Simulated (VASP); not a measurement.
Runs of VASP 6.6.1 on SrTe7. The structure is that of space group Im-3m (No. 229), or close to it. The cells are those of the table. The cell was generated, and may not be a known phase.

```tsv
task	cell	k mesh	cutoff (eV)	gap on the mesh (eV)	pressure (GPa)	relaxed volume (Å³/atom)
single point	a = 7.129 Å, angles 109.5°, 8 atoms	4 × 4 × 4	520	none	-5.4	-
relaxation of cell and atoms	relaxed from a = 6.730 Å, angles 109.5°, 8 atoms	8 × 8 × 8	600	-	0.0	29.86
single point	a = 6.771 Å, angles 109.5°, 8 atoms	8 × 8 × 8	520	none	0.0	-
relaxation of cell and atoms	relaxed from a = 7.129 Å, angles 109.5°, 8 atoms	4 × 4 × 4	600	-	0.0	(a)
single point	a = 6.730 Å, angles 109.5°, 8 atoms	4 × 4 × 4	520	none	0.3	-
```

Alike in all rows: level PBE; potentials or basis VASP PAW PBE potentials, release 64 (Sr_sv, Te); no spin polarisation; smearing gaussian 0.1 eV.

Problem. Fill in the values left out.

Solution. (a) 29.52.

Caveats: spin-orbit coupling is left out, which moves the levels of the heavy elements; the highest band is partly filled, so the run has too few bands (at least some runs); the cell stands under tension (at least some runs); the volume moved by over 15 % at a fixed basis, so the end points are rough (at least some runs).

A k mesh can miss the band edges, and the runs leave out spin-orbit coupling on Sr, Te.

A gap of «none» marks levels without a gap at the run's occupations.
